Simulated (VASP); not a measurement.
# Mn (Im-3m) in VASP: further runs

The runs below take Mn through relaxation of cell and atoms, single point, with PBE.

Program: VASP 6.6.1. These are calculated values, not measurements. Logs are shortened: lines on timing, memory, paths and dates and some standing lists are left out, and cuts for length are marked.

**1. The cell of the first run**

The structure is cubic, space group Im-3m (No. 229). Conventional cell: a = 2.864 Å, b = 2.864 Å, c = 2.864 Å, α = 90.00°, β = 90.00°, γ = 90.00°. Mn (site symmetry m-3m) has 14 Mn at 2.48 to 2.86 Å within 3.3 Å.

This isn't the form of Mn at room conditions, which is a 58-atom cubic cell.

**2. Relaxation of cell and atoms, PBE, collinear spin, antiferromagnetic start**

The input, INCAR:

```
PREC = Accurate
ENCUT = 600
EDIFF = 1E-6
ISMEAR = -1
SIGMA = 0.05
LREAL = F
LASPH = T
NELM = 150
ALGO = Normal
ISIF = 3
LWAVE = F
LCHARG = F
ISPIN = 2
MAGMOM = 3 -3
LORBIT = 11
LMAXMIX = 4
GGA = PE
IBRION = 2
NSW = 80
EDIFFG = -0.01
```

The input, KPOINTS:

```
regular mesh
0
Gamma
  11 11 11
```

The input, POSCAR:

```
Mn
1.0
    2.8642879297      0.0000000000      0.0000000000
    0.0000000000      2.8642879297      0.0000000000
    0.0000000000      0.0000000000      2.8642879297
Mn
2
Direct
    0.0000000000      0.0000000000      0.0000000000
    0.5000000000      0.5000000000      0.5000000000
```

Potentials or basis: VASP PAW PBE potentials, release 64 (Mn_pv).

The run is started by

```sh
cat potpaw_PBE.64/Mn_pv/POTCAR > POTCAR
mpirun -np 1 vasp_std > vasp.out
```

OUTCAR:

```text
PREC = Accurate
   ENCUT = 600
   EDIFF = 1E-6
   ISMEAR = -1
   LREAL = F
   LASPH = T
   NELM = 150
   ISIF = 3
   ISPIN = 2
   LORBIT = 11
   GGA = PE
   IBRION = 2
   NSW = 80
   EDIFFG = -0.01

 ion  position               nearest neighbor table
   1  0.000  0.000  0.000-   2 2.48   2 2.48   2 2.48   2 2.48   2 2.48   2 2.48   2 2.48   2 2.48

   2  0.500  0.500  0.500-   1 2.48   1 2.48   1 2.48   1 2.48   1 2.48   1 2.48   1 2.48   1 2.48

  LATTYP: Found a simple cubic cell.
 ALAT       =     2.8642879297

  Lattice vectors:

 A1 = (   2.8642879297,   0.0000000000,   0.0000000000)
 A2 = (   0.0000000000,   2.8642879297,   0.0000000000)
 A3 = (   0.0000000000,   0.0000000000,   2.8642879297)

Analysis of symmetry for initial positions (statically):
=====================================================================
 Subroutine PRICEL returns following result:

  LATTYP: Found a body centered cubic cell.
 ALAT       =     2.8642879297

  Lattice vectors:

 A1 = (   1.4321439649,   1.4321439649,  -1.4321439648)
 A2 = (  -1.4321439649,   1.4321439648,   1.4321439648)
 A3 = (   1.4321439649,  -1.4321439648,   1.4321439649)

   2 primitive cells build up your supercell.

 Routine SETGRP: Setting up the symmetry group for a
 simple cubic supercell.

 Subroutine GETGRP returns: Found 48 space group operations
 (whereof 48 operations were pure point group operations)
 out of a pool of 48 trial point group operations.

The static configuration has the point symmetry O_h .

Analysis of symmetry for dynamics (positions and initial velocities):
=====================================================================
 Subroutine PRICEL returns following result:

  LATTYP: Found a body centered cubic cell.
 ALAT       =     2.8642879297

  Lattice vectors:

 A1 = (   1.4321439649,   1.4321439649,  -1.4321439648)
 A2 = (  -1.4321439649,   1.4321439648,   1.4321439648)
 A3 = (   1.4321439649,  -1.4321439648,   1.4321439649)

   2 primitive cells build up your supercell.

 Routine SETGRP: Setting up the symmetry group for a
 simple cubic supercell.

 Subroutine GETGRP returns: Found 48 space group operations
 (whereof 48 operations were pure point group operations)
 out of a pool of 48 trial point group operations.

The dynamic configuration has the point symmetry O_h .

Analysis of structural, dynamic, and magnetic symmetry:
=====================================================================
 Subroutine PRICEL returns following result:

  LATTYP: Found a body centered cubic cell.
 ALAT       =     2.8642879297

  Lattice vectors:

 A1 = (   1.4321439649,   1.4321439649,  -1.4321439648)
 A2 = (  -1.4321439649,   1.4321439648,   1.4321439648)
 A3 = (   1.4321439649,  -1.4321439648,   1.4321439649)

   2 primitive cells build up your supercell.

 Routine SETGRP: Setting up the symmetry group for a
 simple cubic supercell.

 Subroutine GETGRP returns: Found 48 space group operations
 (whereof 48 operations were pure point group operations)
 out of a pool of 48 trial point group operations.

The overall configuration has the point symmetry O_h .

 Subroutine INISYM returns: Found 48 space group operations
 (whereof 48 operations are pure point group operations),
 and found     2 'primitive' translations

----------------------------------------------------------------------------------------

                                     Primitive cell

  volume of cell :      11.7495

  direct lattice vectors                    reciprocal lattice vectors
     1.432143965  1.432143965 -1.432143965     0.349126912  0.349126912  0.000000000
    -1.432143965  1.432143965  1.432143965    -0.000000000  0.349126912  0.349126912
     1.432143965 -1.432143965  1.432143965     0.349126912  0.000000000  0.349126912

  length of vectors
     2.480546111  2.480546111  2.480546111     0.493740014  0.493740014  0.493740014

  position of ions in fractional coordinates (direct lattice)
     0.000000000  0.000000000  0.000000000

  ion indices of the primitive-cell ions
   primitive index   ion index
                 1           1

----------------------------------------------------------------------------------------

 KPOINTS: regular mesh

Automatic generation of k-mesh.
 Grid dimensions read from file:
 generate k-points for:   11   11   11

 Generating k-lattice:

  Cartesian coordinates                     Fractional coordinates (reciprocal lattice)
     0.031738810  0.000000000  0.000000000     0.090909091  0.000000000  0.000000000
     0.000000000  0.031738810  0.000000000     0.000000000  0.090909091  0.000000000
     0.000000000  0.000000000  0.031738810     0.000000000  0.000000000  0.090909091

  Length of vectors
     0.031738810  0.031738810  0.031738810

  Shift w.r.t. Gamma in fractional coordinates (k-lattice)
     0.000000000  0.000000000  0.000000000

 Subroutine IBZKPT returns following result:
 ===========================================

 Found     56 irreducible k-points:

 Following reciprocal coordinates:
            Coordinates               Weight
  0.000000  0.000000  0.000000      1.000000
  0.090909  0.000000  0.000000      6.000000
  0.181818  0.000000  0.000000      6.000000
  0.272727  0.000000  0.000000      6.000000
  0.363636  0.000000  0.000000      6.000000
  0.454545  0.000000  0.000000      6.000000
[... 16 lines left out ...]
  0.181818  0.090909  0.090909     24.000000
  0.272727  0.090909  0.090909     24.000000
 [... further k-points ...]
   k-points           NKPTS =     56   k-points in BZ     NKDIM =     56   number of bands    NBANDS=     17
   number of dos      NEDOS =    301   number of ions     NIONS =      2
   total plane-waves  NPLWV =  13824
   dimension x,y,z NGX =    24 NGY =   24 NGZ =   24
   dimension x,y,z NGXF=    48 NGYF=   48 NGZF=   48
   ions per type =               2
   NGX,Y,Z   is equivalent  to a cutoff of  13.93, 13.93, 13.93 a.u.
   NGXF,Y,Z  is equivalent  to a cutoff of  27.86, 27.86, 27.86 a.u.
 SYSTEM =  unknown system
   PREC   = accura    normal or accurate (medium, high low for compatibility)
   ISTART =      0    job   : 0-new  1-cont  2-samecut
   ICHARG =      2    charge: 1-file 2-atom 10-const
   ISPIN  =      2    spin polarized calculation?
   LNONCOLLINEAR =      F non collinear calculations
   LSORBIT =      F    spin-orbit coupling
   LASPH  =      T    aspherical Exc in radial PAW
   ENCUT  =  600.0 eV  44.10 Ry    6.64 a.u.   5.72  5.72  5.72*2*pi/ulx,y,z
   NELM   =    150;   NELMIN=  2; NELMDL= -5     # of ELM steps
   EDIFF  = 0.1E-05   stopping-criterion for ELM
   LREAL  =      F    real-space projection
   EDIFFG = -.1E-01   stopping-criterion for IOM
   NSW    =     80    number of steps for IOM
   IBRION =      2    ionic relax: 0-MD 1-quasi-New 2-CG
   NFREE  =      1    steps in history (QN), initial steepest desc. (CG)
   ISIF   =      3    stress and relaxation
   ISYM   =      2    0-nonsym 1-usesym 2-fastsym
   POTIM  = 0.5000    time-step for ionic-motion
   TEBEG  =    0.0;   TEEND  =   0.0 temperature during run
   PSTRESS=    0.0 pullay stress
   NELECT =      26.0000    total number of electrons
   NUPDOWN=      -1.0000    fix difference up-down
   EMIN   =  10.00;   EMAX   =-10.00  energy-range for DOS
   EFERMI =   0.00;   METHOD = LEGACY
   ISMEAR =    -1;   SIGMA  =   0.05  broadening in eV -4-tet -1-fermi 0-gaus
   EFERMI_NEDOS =   21; number of points for ismear=-14 and -15
   IALGO  =     38    algorithm
   IMIX   =      4    mixing-type and parameters
     AMIX     =   0.40;   BMIX     =  1.00
     AMIX_MAG =   1.60;   BMIX_MAG =  1.00
  volume/ion in A,a.u.               =      11.75        79.29
  Fermi-wavevector in a.u.,A,eV,Ry     =   1.693230  3.199741 39.008279  2.867028
  Thomas-Fermi vector in A             =   2.774673
   LORBIT       =     11    0 simple, 1 ext, 2 COOP (PROOUT), +10 PAW based schemes
   GGA     = PE    functional components
   LHFCALC =     F    Hartree Fock is set to
   AEXX    =    0.0000 exact exchange contribution
   IVDW    =     0    specifies the selected vdW correction
   LEPSILON=     F    determine dielectric tensor
   LRPA    =     F    only Hartree local field effects (RPA)
 conjugate gradient relaxation of ions
 spin polarized calculation
  energy-cutoff  :      600.00
  volume of cell :       23.50
 maximum number of plane-waves:       800
 NGX is ok and might be reduce to    24

--------------------------------------- Ionic step        1  -------------------------------------------

 number of electron      25.9999997 magnetization       0.0000000

 number of electron      25.9999997 magnetization      -0.0000000

 Free energy of the ion-electron system (eV)
  ---------------------------------------------------
  ext. energy  EPLUGINS =         0.00000000
  ---------------------------------------------------
  free energy    TOTEN  =       -17.55861627 eV

  energy without entropy =      -17.51472195  energy(sigma->0) =      -17.53666911

------------------------ aborting loop because EDIFF is reached ----------------------------------------

  FORCE on cell =-STRESS in cart. coord.  units (eV):
  Direction    XX          YY          ZZ          XY          YZ          ZX
  --------------------------------------------------------------------------------------
  -------------------------------------------------------------------------------------
  Total        0.0585586      0.0585586      0.0585586      0.0000000     -0.0000000      0.0000000
  in kB        3.9925555      3.9925555      3.9925555      0.0000000     -0.0000000      0.0000000
  external PRESSURE =       3.9925555 kB  Pullay stress =       0.0000000 kB
[... 99 lines left out ...]
--------------------------------------- Ionic step        4  -------------------------------------------

 number of electron      25.9999984 magnetization       0.0000000

 number of electron      25.9999984 magnetization      -0.0000000

 Free energy of the ion-electron system (eV)
  ---------------------------------------------------
  ext. energy  EPLUGINS =         0.00000000
  ---------------------------------------------------
  free energy    TOTEN  =       -17.55910315 eV

  energy without entropy =      -17.51679747  energy(sigma->0) =      -17.53795031

 E-fermi :   9.7719     XC(G=0): -13.3531

 val. band max:        9.7397698476   @ k =   0.4545   0.2727   0.2727
 cond. band min:       9.7723745634   @ k =   0.4545   0.1818   0.1818
 fundamental gap:      0.0326047158
 Fermi energy:         9.7718583182

 spin component 1

 k-point     1 :       0.0000    0.0000    0.0000
  band No.  band energies     occupation
      1     -39.5792      1.00000
      2     -39.5792      1.00000
      3     -39.5792      1.00000
      4     -37.2550      1.00000
      5     -37.2550      1.00000
      6     -37.2550      1.00000
[... 9 lines left out ...]
     16      11.4110      0.00000
     17      11.4110      0.00000
[... 445 lines left out ...]
      3     -39.5724      1.00000
      4     -37.3192      1.00000
      5     -37.2671      1.00000
      6     -37.2661      1.00000
[... 9 lines left out ...]
     16      10.3946      0.00000
     17      11.1749      0.00000

 [... further k-points ...]

 spin component 2

 k-point     1 :       0.0000    0.0000    0.0000
  band No.  band energies     occupation
      1     -39.5792      1.00000
      2     -39.5792      1.00000
      3     -39.5792      1.00000
      4     -37.2550      1.00000
      5     -37.2550      1.00000
      6     -37.2550      1.00000
[... 9 lines left out ...]
     16      11.4110      0.00000
     17      11.4110      0.00000
[... 489 lines left out ...]
  FREE ENERGIE OF THE ION-ELECTRON SYSTEM (eV)
  ---------------------------------------------------
  free  energy   TOTEN  =       -17.5591031474 eV

  energy  without entropy=      -17.5167974694  energy(sigma->0) =      -17.53795031

 reached required accuracy - stopping structural energy minimisation

 total charge

# of ion       s       p       d       tot
------------------------------------------
    1        0.392   6.345   5.066  11.804
    2        0.392   6.345   5.066  11.804
--------------------------------------------------
tot          0.785  12.690  10.133  23.608

 magnetization (x)

# of ion       s       p       d       tot
------------------------------------------
    1        0.028   0.026   2.132   2.186
    2       -0.028  -0.026  -2.132  -2.186
--------------------------------------------------
tot          0.000   0.000   0.000   0.000
```

It took 3.6 min on 1 thread of Intel Xeon 8259CL, shared host; peak memory 0.18 GiB.

Results:

| Property | Result |
| --- | --- |
| Free energy | -17.5591 eV |
| Relaxed volume | 11.92 Å³/atom |
| Relaxed cell | a = 2.878 Å, b = 2.878 Å, c = 2.878 Å, α = 90.00°, β = 90.00°, γ = 90.00° |
| Space group after relaxing (to 0.1 Å) | Im-3m (No. 229) |
| Energy gained by relaxing | 0.2 meV/atom |
| Ionic steps | 4 |
| Pressure after relaxing | 0.1 GPa |
| Band gap on the k mesh | zero (filled and empty bands overlap) |
| Net moment | 0.00 μB per cell |
| Site moments | Mn +2.19, -2.19 μB |
| Valence electrons inside the program's atomic spheres | Mn 11.80 |

Step by step:
| step | energy change (eV) | largest force (eV/Å) | pressure (GPa) | volume (Å³) |
| --- | --- | --- | --- | --- |
| 1 | 0.0000 | 0.0000 | 0.40 | 23.50 |
| 2 | -0.0002 | 0.0000 | 0.26 | 23.60 |
| 3 | -0.0003 | 0.0000 | 0.18 | 23.68 |
| 4 | -0.0005 | 0.0000 | 0.05 | 23.84 |

Final structure:
```
Mn
1.0
     2.87825    0.00000    0.00000
     0.00000    2.87825    0.00000
     0.00000    0.00000    2.87825
Mn
2
Direct
  0.00000 0.00000 0.00000
  0.50000 0.50000 0.50000
```

Levels at points of the mesh, in eV from the Fermi level:
Spin up:
```
           k point  band 10  band 11  band 12  band 13  band 14  band 15  band 16  band 17
(0.00, 0.00, 0.00)    -1.79    -1.79    -1.79     0.45     0.45     1.64     1.64     1.64
```
Spin down:
| k point | band 11 | band 12 | band 13 | band 14 | band 15 | band 16 |
| --- | --- | --- | --- | --- | --- | --- |
| (0.00, 0.00, 0.00) | -1.79 | -1.79 | 0.45 | 0.45 | 1.64 | 1.64 |

Caveat: the antiferromagnetic order is the one typed at the start, and another may lie lower.

**3. Single point, PBE, non-collinear spin, typed start, spin-orbit coupling**

This run uses another cell than the first one: it holds 1 atom, not 2.

The input, INCAR:

```
SYSTEM = Mn
PREC = Accurate ; ENCUT = 520
EDIFF = 1E-7 ; ISMEAR = -1
SIGMA = 0.05 ; LREAL = .False.
LASPH = .True. ; NELM = 150
ALGO = Normal ; ISIF = 2
LWAVE = .False. ; LCHARG = .False.
MAGMOM = 0 0 -0.839 ; LORBIT = 11
LSORBIT = .True. ; GGA_COMPAT = .False.
LORBMOM = .True. ; LMAXMIX = 4
GGA = PE ; NBANDS = 24
```

The input, KPOINTS:

```
Automatic mesh
0
Gamma
  16 16 16
  0 0 0
```

The input, POSCAR:

```
Mn
1.0
   -1.3975143256      1.3975143256      1.3975143256
    1.3975143256     -1.3975143256      1.3975143256
    1.3975143256      1.3975143256     -1.3975143256
Mn
1
Direct
    0.0000000000      0.0000000000      0.0000000000
```

Potentials or basis: VASP PAW PBE potentials, release 64 (Mn_pv).

The run is started by

```sh
cat potpaw_PBE.64/Mn_pv/POTCAR > POTCAR
mpirun -np 1 vasp_ncl > vasp.out
```

It took 21 min on 1 thread of Intel Xeon 8259CL, shared host; peak memory 0.33 GiB.

Results (log left out):

| Quantity | Value |
| --- | --- |
| Free energy | -8.8780 eV |
| Pressure | 0.6 GPa |
| Net moment | 0.88 μB per cell |
| Valence electrons inside the program's atomic spheres | Mn 11.95 |

Moments on the atoms (μB; x, y, z):
```
Mn   0.00  0.00 -0.88
```

**4. Single point, PBE, collinear spin, antiferromagnetic start**

This run uses another cell than the first one, of 10.78 Å³/atom.

The input, INCAR:

```
SYSTEM = Mn
  PREC = Accurate
  ENCUT = 520
  EDIFF = 1E-7
  ISMEAR = -1
  SIGMA = 0.05
  LREAL = .False.
  LASPH = .True.
  NELM = 150
  ALGO = Normal
  ISIF = 2
  LWAVE = .False.
  LCHARG = .False.
  ISPIN = 2
  MAGMOM = 3 -3
  LORBIT = 11
  LMAXMIX = 4
  GGA = PE
  NBANDS = 24
```

The input, KPOINTS:

```
regular mesh
0
Gamma
  18 18 18
  0 0 0
```

The input, POSCAR:

```
Mn
1.0
    2.7829568978      0.0000000000      0.0000000000
    0.0000000000      2.7829568978      0.0000000000
    0.0000000000      0.0000000000      2.7829568978
Mn
2
Direct
    0.0000000000      0.0000000000      0.0000000000
    0.5000000000      0.5000000000      0.5000000000
```

The run is started by

```sh
cat potpaw_PBE.64/Mn_pv/POTCAR > POTCAR
mpirun -np 1 vasp_std > vasp.out
```

It took 6.7 min on 1 thread of Intel Xeon 8259CL, shared host; peak memory 0.27 GiB.

Results (log left out):

* Free energy: -17.6922 eV
* Pressure: 0.0 GPa
* Band gap on the k mesh: zero (filled and empty bands overlap)
* Net moment: 0.00 μB per cell
* Valence electrons inside the program's atomic spheres: Mn 11.97

Levels at points of the mesh, in eV from the Fermi level:
Spin up:
```csv
k point,band 10,band 11,band 12,band 13,band 14,band 15,band 16,band 17
"(0.00, 0.00, 0.00)",-1.60,-1.60,-1.60,0.33,0.33,1.54,1.54,1.54
"(0.50, 0.00, 0.00)",-2.38,-1.10,-1.10,-1.10,-1.10,-0.10,-0.10,1.71
"(0.50, 0.50, 0.00)",-3.05,0.32,0.32,0.63,0.63,0.64,0.64,1.91
"(0.50, 0.50, 0.50)",-2.94,-2.94,-2.94,0.68,0.68,0.68,0.68,9.85
```
Spin down:
```csv
k point,band 9,band 10,band 11,band 12,band 13,band 14,band 15,band 16,band 17,band 18
"(0.00, 0.00, 0.00)",-4.79,-1.60,-1.60,-1.60,0.33,0.33,1.54,1.54,1.54,10.58
"(0.50, 0.00, 0.00)",-2.38,-2.38,-1.10,-1.10,-1.10,-1.10,-0.10,-0.10,1.71,1.71
"(0.50, 0.50, 0.00)",-3.05,-3.05,0.32,0.32,0.63,0.63,0.64,0.64,1.91,1.91
"(0.50, 0.50, 0.50)",-2.94,-2.94,-2.94,-2.94,0.68,0.68,0.68,0.68,9.85,9.85
```

Caveat: the moments typed at the start vanished in this run.

The gap in the log of VASP goes by the Fermi energy; the results here count the filled bands.